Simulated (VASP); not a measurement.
# HfN (Fm-3m) in VASP: further runs

HfN is run at these levels: r2SCAN; tasks: single point.

Everything below comes from runs of VASP 6.6.1. Logs are shortened: lines on timing, memory, paths and dates and some standing lists are left out, and cuts for length are marked.

### 1 The cell of the first run

The structure is cubic, space group Fm-3m (No. 225). Conventional cell: a = 4.436 Å, b = 4.436 Å, c = 4.436 Å, α = 90.00°, β = 90.00°, γ = 90.00°. Within 2.9 Å of Hf (site symmetry m-3m) lie 6 N at 2.22 Å. N (site symmetry m-3m) has 6 Hf at 2.22 Å within 2.9 Å.

### 2 Single point, r2SCAN

File POSCAR:

```
HfN
1.0
    0.0000000000      2.2177553235      2.2177553235
    2.2177553235      0.0000000000      2.2177553235
    2.2177553235      2.2177553235      0.0000000000
Hf N
1 1
Direct
    0.0000000000      0.0000000000      0.0000000000
    0.5000000000      0.5000000000      0.5000000000
```

File INCAR.step1:

```
SYSTEM = HfN
PREC = Accurate
ENCUT = 520
ISMEAR = -1
SIGMA = 0.1
LREAL = .False.
LASPH = .True.
NELM = 100
NBANDS = 14
GGA = PE
ALGO = Normal
EDIFF = 1E-4
LWAVE = .True.
LCHARG = .False.
```

File INCAR.step2:

```
SYSTEM = HfN
PREC = Accurate
ENCUT = 520
EDIFF = 1E-7
ISMEAR = -1
SIGMA = 0.1
LREAL = .False.
LASPH = .True.
NELM = 100
ALGO = Normal
ISIF = 2
LWAVE = .False.
LCHARG = .True.
METAGGA = R2SCAN
LMIXTAU = .True.
LELF = .True.
LVHAR = .True.
NBANDS = 14
ISTART = 1
```

File KPOINTS:

```
Automatic mesh
0
Gamma
  11 11 11
  0 0 0
```

Potentials or basis: VASP PAW PBE potentials, release 64 (Hf_pv, N).

On the command line:

```
$ cat potpaw_PBE.64/Hf_pv/POTCAR potpaw_PBE.64/N/POTCAR > POTCAR
$ cp INCAR.step1 INCAR
$ mpirun -np 1 vasp_std > vasp.out
$ cp INCAR.step2 INCAR
$ mpirun -np 1 vasp_std > vasp.out
```

OUTCAR:

```text
SYSTEM = HfN
   PREC = Accurate
   ENCUT = 520
   EDIFF = 1E-7
   ISMEAR = -1
   LREAL = .False.
   LASPH = .True.
   NELM = 100
   ISIF = 2
   METAGGA = R2SCAN
   ISTART = 1

 ion  position               nearest neighbor table
   1  0.000  0.000  0.000-   2 2.22   2 2.22   2 2.22   2 2.22   2 2.22   2 2.22
   2  0.500  0.500  0.500-   1 2.22   1 2.22   1 2.22   1 2.22   1 2.22   1 2.22

  LATTYP: Found a face centered cubic cell.
 ALAT       =     4.4355106470

  Lattice vectors:

 A1 = (   0.0000000000,   2.2177553235,   2.2177553235)
 A2 = (   2.2177553235,   0.0000000000,   2.2177553235)
 A3 = (   2.2177553235,   2.2177553235,   0.0000000000)

Analysis of symmetry for initial positions (statically):
=====================================================================
 Subroutine PRICEL returns:
 Original cell was already a primitive cell.

 Routine SETGRP: Setting up the symmetry group for a
 face centered cubic supercell.

 Subroutine GETGRP returns: Found 48 space group operations
 (whereof 48 operations were pure point group operations)
 out of a pool of 48 trial point group operations.

The static configuration has the point symmetry O_h .

Analysis of symmetry for dynamics (positions and initial velocities):
=====================================================================
 Subroutine PRICEL returns:
 Original cell was already a primitive cell.

 Routine SETGRP: Setting up the symmetry group for a
 face centered cubic supercell.

 Subroutine GETGRP returns: Found 48 space group operations
 (whereof 48 operations were pure point group operations)
 out of a pool of 48 trial point group operations.

The dynamic configuration has the point symmetry O_h .

 Subroutine INISYM returns: Found 48 space group operations
 (whereof 48 operations are pure point group operations),
 and found     1 'primitive' translations

----------------------------------------------------------------------------------------

                                     Primitive cell

  volume of cell :      21.8158

  direct lattice vectors                    reciprocal lattice vectors
     0.000000000  2.217755324  2.217755324    -0.225453184  0.225453184  0.225453184
     2.217755324  0.000000000  2.217755324     0.225453184 -0.225453184  0.225453184
     2.217755324  2.217755324  0.000000000     0.225453184  0.225453184 -0.225453184

  length of vectors
     3.136379657  3.136379657  3.136379657     0.390496370  0.390496370  0.390496370

  position of ions in fractional coordinates (direct lattice)
     0.000000000  0.000000000  0.000000000
     0.500000000  0.500000000  0.500000000

  ion indices of the primitive-cell ions
   primitive index   ion index
                 1           1
                 2           2

----------------------------------------------------------------------------------------

 KPOINTS: Automatic mesh

Automatic generation of k-mesh.
 Grid dimensions read from file:
 generate k-points for:   11   11   11

 Generating k-lattice:

  Cartesian coordinates                     Fractional coordinates (reciprocal lattice)
    -0.020495744  0.020495744  0.020495744     0.090909091  0.000000000  0.000000000
     0.020495744 -0.020495744  0.020495744     0.000000000  0.090909091  0.000000000
     0.020495744  0.020495744 -0.020495744     0.000000000  0.000000000  0.090909091

  Length of vectors
     0.035499670  0.035499670  0.035499670

  Shift w.r.t. Gamma in fractional coordinates (k-lattice)
     0.000000000  0.000000000  0.000000000

 Subroutine IBZKPT returns following result:
 ===========================================

 Found     56 irreducible k-points:

 Following reciprocal coordinates:
            Coordinates               Weight
  0.000000  0.000000  0.000000      1.000000
  0.090909  0.000000  0.000000      8.000000
  0.181818  0.000000  0.000000      8.000000
  0.272727  0.000000  0.000000      8.000000
  0.363636  0.000000  0.000000      8.000000
  0.454545  0.000000  0.000000      8.000000
[... 16 lines left out ...]
 -0.272727  0.181818  0.000000     24.000000
 -0.181818  0.181818  0.000000     12.000000
 [... further k-points ...]
   k-points           NKPTS =     56   k-points in BZ     NKDIM =     56   number of bands    NBANDS=     14
   number of dos      NEDOS =    301   number of ions     NIONS =      2
   total plane-waves  NPLWV =  13824
   dimension x,y,z NGX =    24 NGY =   24 NGZ =   24
   dimension x,y,z NGXF=    48 NGYF=   48 NGZF=   48
   ions per type =               1   1
   NGX,Y,Z   is equivalent  to a cutoff of  12.72, 12.72, 12.72 a.u.
   NGXF,Y,Z  is equivalent  to a cutoff of  25.44, 25.44, 25.44 a.u.
 SYSTEM =  HfN
   PREC   = accura    normal or accurate (medium, high low for compatibility)
   ISTART =      1    job   : 0-new  1-cont  2-samecut
   ICHARG =      0    charge: 1-file 2-atom 10-const
   ISPIN  =      1    spin polarized calculation?
   LNONCOLLINEAR =      F non collinear calculations
   LSORBIT =      F    spin-orbit coupling
   LASPH  =      T    aspherical Exc in radial PAW
   ENCUT  =  520.0 eV  38.22 Ry    6.18 a.u.   5.83  5.83  5.83*2*pi/ulx,y,z
   NELM   =    100;   NELMIN=  2; NELMDL=  0     # of ELM steps
   EDIFF  = 0.1E-06   stopping-criterion for ELM
   LREAL  =      F    real-space projection
   EDIFFG = 0.1E-05   stopping-criterion for IOM
   NSW    =      0    number of steps for IOM
   IBRION =     -1    ionic relax: 0-MD 1-quasi-New 2-CG
   NFREE  =      0    steps in history (QN), initial steepest desc. (CG)
   ISIF   =      2    stress and relaxation
   ISYM   =      2    0-nonsym 1-usesym 2-fastsym
   POTIM  = 0.5000    time-step for ionic-motion
   TEBEG  =    0.0;   TEEND  =   0.0 temperature during run
   PSTRESS=    0.0 pullay stress
   NELECT =      15.0000    total number of electrons
   NUPDOWN=      -1.0000    fix difference up-down
   EMIN   =  10.00;   EMAX   =-10.00  energy-range for DOS
   EFERMI =   0.00;   METHOD = LEGACY
   ISMEAR =    -1;   SIGMA  =   0.10  broadening in eV -4-tet -1-fermi 0-gaus
   EFERMI_NEDOS =   21; number of points for ismear=-14 and -15
   IALGO  =     38    algorithm
   IMIX   =      4    mixing-type and parameters
     AMIX     =   0.40;   BMIX     =  1.00
     AMIX_MAG =   1.60;   BMIX_MAG =  1.00
  volume/ion in A,a.u.               =      10.91        73.61
  Fermi-wavevector in a.u.,A,eV,Ry     =   1.444935  2.730531 28.406746  2.087837
  Thomas-Fermi vector in A             =   2.563174
   LORBIT       =      0    0 simple, 1 ext, 2 COOP (PROOUT), +10 PAW based schemes
   METAGGA = R2SCAN    functional components
   LHFCALC =     F    Hartree Fock is set to
   AEXX    =    0.0000 exact exchange contribution
   IVDW    =     0    specifies the selected vdW correction
   LEPSILON=     F    determine dielectric tensor
   LRPA    =     F    only Hartree local field effects (RPA)
 non-spin polarized calculation
  energy-cutoff  :      520.00
  volume of cell :       21.82
 maximum number of plane-waves:       609
   NGX = 11   NGY = 11   NGZ = 11

 number of electron      15.0000002 magnetization

 Free energy of the ion-electron system (eV)
  ---------------------------------------------------
  ext. energy  EPLUGINS =         0.00000000
  ---------------------------------------------------
  free energy    TOTEN  =       -58.18324074 eV

  energy without entropy =      -58.16245442  energy(sigma->0) =      -58.17284758

 E-fermi :   8.9852     XC(G=0): -13.8907

 val. band max:        8.9714617219   @ k =   0.4545   0.1818   0.0000
 cond. band min:       8.9966897935   @ k =  -0.0909   0.0909   0.0000
 fundamental gap:      0.0252280716
 Fermi energy:         8.9852411803

 k-point     1 :       0.0000    0.0000    0.0000
  band No.  band energies     occupation
      1     -23.2800      2.00000
      2     -23.2800      2.00000
      3     -23.2800      2.00000
      4     -10.0028      2.00000
      5       5.5363      2.00000
      6       5.5363      2.00000
      7       5.5363      2.00000
      8       8.6614      1.92450
      9       8.6614      1.92450
     10       8.6614      1.92450
     11      11.1767      0.00000
     12      11.1767      0.00000
     13      11.6608      0.00000
     14      19.2200      0.00000

 k-point     2 :       0.0909    0.0000    0.0000
  band No.  band energies     occupation
      1     -23.3859      2.00000
      2     -23.2878      2.00000
      3     -23.2878      2.00000
      4      -9.7881      2.00000
      5       4.7437      2.00000
      6       5.0396      2.00000
      7       5.0396      2.00000
      8       8.8774      1.49227
      9       8.9566      1.14211
     10       8.9566      1.14210
     11      11.8558      0.00000
     12      11.8558      0.00000
     13      12.2442      0.00000
     14      19.9148      0.00000

 k-point     3 :       0.1818    0.0000    0.0000
  band No.  band energies     occupation
      1     -23.6584      2.00000
      2     -23.3087      2.00000
      3     -23.3087      2.00000
      4      -9.2050      2.00000
      5       3.1783      2.00000
      6       4.0666      2.00000
      7       4.0666      2.00000
      8       9.2565      0.12450
      9       9.7075      0.00146
     10       9.7075      0.00146
     11      13.4554      0.00000
     12      13.4554      0.00000
     13      13.5607      0.00000
     14      20.2946      0.00000
[... 324 lines left out ...]
 k-point    23 :      -0.2727    0.1818    0.0000
  band No.  band energies     occupation
      1     -24.1384      2.00000
      2     -23.6064      2.00000
      3     -23.3552      2.00000
      4      -7.8125      2.00000
      5       0.6144      2.00000
      6       2.4339      2.00000
      7       3.1934      2.00000
      8      10.5523      0.00000
      9      11.1244      0.00000
     10      12.9671      0.00000
     11      13.9781      0.00000
     12      17.0443      0.00000
     13      18.3729      0.00000
     14      20.2944      0.00000

 k-point    24 :      -0.1818    0.1818    0.0000
  band No.  band energies     occupation
      1     -23.9548      2.00000
      2     -23.5199      2.00000
      3     -23.3162      2.00000
      4      -8.3173      2.00000
      5       1.3573      2.00000
      6       2.7907      2.00000
      7       3.7010      2.00000
      8       9.9343      0.00015
      9      10.2026      0.00001
     10      12.4607      0.00000
     11      12.7735      0.00000
     12      16.0441      0.00000
     13      16.9676      0.00000
     14      20.2946      0.00000

 [... further k-points ...]

------------------------ aborting loop because EDIFF is reached ----------------------------------------

  FORCE on cell =-STRESS in cart. coord.  units (eV):
  Direction    XX          YY          ZZ          XY          YZ          ZX
  --------------------------------------------------------------------------------------
  -------------------------------------------------------------------------------------
  Total        2.2633570      2.2633570      2.2633570      0.0000000     -0.0000000      0.0000000
  in kB      166.2236280    166.2236280    166.2236280      0.0000000     -0.0000000      0.0000000
  external PRESSURE =     166.2236280 kB  Pullay stress =       0.0000000 kB

 VOLUME and BASIS-vectors are now :
 -----------------------------------------------------------------------------
  energy-cutoff  :      520.00
  volume of cell :       21.82
      direct lattice vectors                 reciprocal lattice vectors
     0.000000000  2.217755324  2.217755324    -0.225453184  0.225453184  0.225453184
     2.217755324  0.000000000  2.217755324     0.225453184 -0.225453184  0.225453184
     2.217755324  2.217755324  0.000000000     0.225453184  0.225453184 -0.225453184

 POSITION                                       TOTAL-FORCE (eV/Angst)
 -----------------------------------------------------------------------------------
      0.00000      0.00000      0.00000         0.000000     -0.000000     -0.000000
      2.21776      2.21776      2.21776        -0.000000      0.000000      0.000000
 -----------------------------------------------------------------------------------
    total drift:                                0.000000     -0.000000     -0.000000

  FREE ENERGIE OF THE ION-ELECTRON SYSTEM (eV)
  ---------------------------------------------------
  free  energy   TOTEN  =       -58.1832407410 eV

  energy  without entropy=      -58.1624544223  energy(sigma->0) =      -58.17284758
```

Wall time 1.9 min (1 thread of AMD EPYC 7R43 (Zen 3), shared host); peak memory 0.12 GiB.

What came out:

```yaml
Free_energy: -58.1832 eV
Pressure: 16.6 GPa
```

Levels at points of the mesh, in eV from the Fermi level:
```
           k point  band 5  band 6  band 7  band 8  band 9  band 10  band 11  band 12
(0.00, 0.00, 0.00)   -3.45   -3.45   -3.45   -0.32   -0.32    -0.32     2.19     2.19
```

Caveat: the PAW data sets were made with another functional, which shifts forces and pressure a little; spin-orbit coupling is left out, which moves the levels of the heavy elements.

### 3 Single point, r2SCAN

This run uses another cell than the first one, of 11.25 Å³/atom, 1.032 times its volume.

File POSCAR:

```
HfN
1.0
    0.0000000000      2.2408586042      2.2408586042
    2.2408586042      0.0000000000      2.2408586042
    2.2408586042      2.2408586042      0.0000000000
Hf N
1 1
Direct
    0.0000000000      0.0000000000      0.0000000000
    0.5000000000      0.5000000000      0.5000000000
```

File INCAR.step1:

```
PREC = Accurate ; ENCUT = 520
ISMEAR = -1 ; SIGMA = 0.1
LREAL = False ; LASPH = True
NELM = 60 ; NBANDS = 14
GGA = PE ; ALGO = Normal
EDIFF = 1E-4 ; LWAVE = True
LCHARG = False
```

File INCAR.step2:

```
PREC = Accurate ; ENCUT = 520
EDIFF = 1E-7 ; ISMEAR = -1
SIGMA = 0.1 ; LREAL = False
LASPH = True ; NELM = 60
ALGO = Normal ; ISIF = 2
LWAVE = False ; LCHARG = False
METAGGA = R2SCAN ; LMIXTAU = True
NBANDS = 14 ; ISTART = 1
```

File KPOINTS:

```
Automatic mesh
0
Gamma
  11 11 11
```

Potentials or basis: VASP PAW PBE potentials, release 64 (Hf_pv, N).

On the command line:

```
$ cat potpaw_PBE.64/Hf_pv/POTCAR potpaw_PBE.64/N/POTCAR > POTCAR
$ cp INCAR.step1 INCAR
$ mpirun -np 1 vasp_std > vasp.out
$ cp INCAR.step2 INCAR
$ mpirun -np 1 vasp_std > vasp.out
```

Wall time 1.7 min (1 thread of AMD EPYC 7R43 (Zen 3), shared host); peak memory 0.12 GiB.

It converged, with:

| Quantity | Value |
| --- | --- |
| Free energy | -58.2323 eV |
| Pressure | 6.1 GPa |

Levels at points of the mesh, in eV from the Fermi level:
```tsv
k point	band 5	band 6	band 7	band 8	band 9	band 10	band 11	band 12
(0.00, 0.00, 0.00)	-3.41	-3.41	-3.41	-0.31	-0.31	-0.31	2.11	2.11
```

Caveat: the PAW data sets were made with another functional, which shifts forces and pressure a little; spin-orbit coupling is left out, which moves the levels of the heavy elements.

### 4 Single point, r2SCAN

This run uses another cell than the first one, of 11.60 Å³/atom, 1.063 times its volume.

File POSCAR:

```
HfN
1.0
    0.0000000000      2.2634950717      2.2634950717
    2.2634950717      0.0000000000      2.2634950717
    2.2634950717      2.2634950717      0.0000000000
Hf N
1 1
Direct
    0.0000000000      0.0000000000      0.0000000000
    0.5000000000      0.5000000000      0.5000000000
```

File INCAR.step1:

```
PREC = Accurate
ENCUT = 520
ISMEAR = -1
SIGMA = 0.1
LREAL = F
LASPH = T
NELM = 100
NBANDS = 14
GGA = PE
ALGO = Normal
EDIFF = 1E-4
LWAVE = T
LCHARG = F
```

File INCAR.step2:

```
PREC = Accurate
ENCUT = 520
EDIFF = 1E-6
ISMEAR = -1
SIGMA = 0.1
LREAL = F
LASPH = T
NELM = 100
ALGO = Normal
ISIF = 2
LWAVE = F
LCHARG = T
METAGGA = R2SCAN
LMIXTAU = T
LELF = T
LVHAR = T
NBANDS = 14
ISTART = 1
```

KPOINTS is that of step 3.

Potentials or basis: VASP PAW PBE potentials, release 64 (Hf_pv, N).

On the command line:

```
$ cat potpaw_PBE.64/Hf_pv/POTCAR potpaw_PBE.64/N/POTCAR > POTCAR
$ cp INCAR.step1 INCAR
$ mpirun -np 1 vasp_std > vasp.out
$ cp INCAR.step2 INCAR
$ mpirun -np 1 vasp_std > vasp.out
```

OUTCAR:

```text
PREC = Accurate
   ENCUT = 520
   EDIFF = 1E-6
   ISMEAR = -1
   LREAL = F
   LASPH = T
   NELM = 100
   ISIF = 2
   METAGGA = R2SCAN
   ISTART = 1

 ion  position               nearest neighbor table
   1  0.000  0.000  0.000-   2 2.26   2 2.26   2 2.26   2 2.26   2 2.26   2 2.26
   2  0.500  0.500  0.500-   1 2.26   1 2.26   1 2.26   1 2.26   1 2.26   1 2.26

  LATTYP: Found a face centered cubic cell.
 ALAT       =     4.5269901434

  Lattice vectors:

[... 595 lines left out ...]

  FORCE on cell =-STRESS in cart. coord.  units (eV):
  Direction    XX          YY          ZZ          XY          YZ          ZX
  --------------------------------------------------------------------------------------
  -------------------------------------------------------------------------------------
  Total       -0.4098737     -0.4098737     -0.4098737      0.0000000      0.0000000      0.0000000
  in kB      -28.3133948    -28.3133948    -28.3133948      0.0000000      0.0000000      0.0000000
  external PRESSURE =     -28.3133948 kB  Pullay stress =       0.0000000 kB

 VOLUME and BASIS-vectors are now :
 -----------------------------------------------------------------------------
  energy-cutoff  :      520.00
  volume of cell :       23.19
      direct lattice vectors                 reciprocal lattice vectors
     0.000000000  2.263495072  2.263495072    -0.220897322  0.220897322  0.220897322
     2.263495072  0.000000000  2.263495072     0.220897322 -0.220897322  0.220897322
     2.263495072  2.263495072  0.000000000     0.220897322  0.220897322 -0.220897322

 POSITION                                       TOTAL-FORCE (eV/Angst)
 -----------------------------------------------------------------------------------
      0.00000      0.00000      0.00000         0.000000      0.000000      0.000000
      2.26350      2.26350      2.26350        -0.000000     -0.000000     -0.000000
 -----------------------------------------------------------------------------------
    total drift:                                0.000000     -0.000000     -0.000000

  FREE ENERGIE OF THE ION-ELECTRON SYSTEM (eV)
  ---------------------------------------------------
  free  energy   TOTEN  =       -58.2397779642 eV

  energy  without entropy=      -58.2178263184  energy(sigma->0) =      -58.22880214
```

OUTCAR.step1:

```text
PREC = Accurate
   ENCUT = 520
   ISMEAR = -1
   LREAL = F
   LASPH = T
   NELM = 100
[... 626 lines left out ...]
 -----------------------------------------------------------------------------------
      0.00000      0.00000      0.00000        -0.000000     -0.000000     -0.000000
      2.26350      2.26350      2.26350         0.000000      0.000000      0.000000
 -----------------------------------------------------------------------------------
    total drift:                                0.000000     -0.000000     -0.000000

  FREE ENERGIE OF THE ION-ELECTRON SYSTEM (eV)
  ---------------------------------------------------
  free  energy   TOTEN  =       -21.7630688166 eV

  energy  without entropy=      -21.7403073590  energy(sigma->0) =      -21.75168809
```

It took 97 s on 1 thread of AMD EPYC 7R43 (Zen 3), shared host; peak memory 0.12 GiB.

What came out:

* Free energy: -58.2398 eV
* Pressure: -2.8 GPa

Caveat: the PAW data sets were made with another functional, which shifts forces and pressure a little; spin-orbit coupling is left out, which moves the levels of the heavy elements.

### 5 Overview

| cell | gap on the mesh (eV) | pressure (GPa) |
| --- | --- | --- |
| a = 3.136 Å, angles 60.0°, 2 atoms | none | 16.6 |
| a = 3.169 Å, angles 60.0°, 2 atoms | none | 6.1 |
| a = 3.201 Å, angles 60.0°, 2 atoms | none | -2.8 |

Alike in all rows: task single point; level r2SCAN; potentials or basis VASP PAW PBE potentials, release 64 (Hf_pv, N); no spin polarisation; k mesh 11 × 11 × 11; cutoff (eV) 520; smearing fermi-dirac 0.1 eV.

Caveats: the PAW data sets were made with another functional, which shifts forces and pressure a little; spin-orbit coupling is left out, which moves the levels of the heavy elements.

Absolute energies hang on the potentials; compare differences alone.
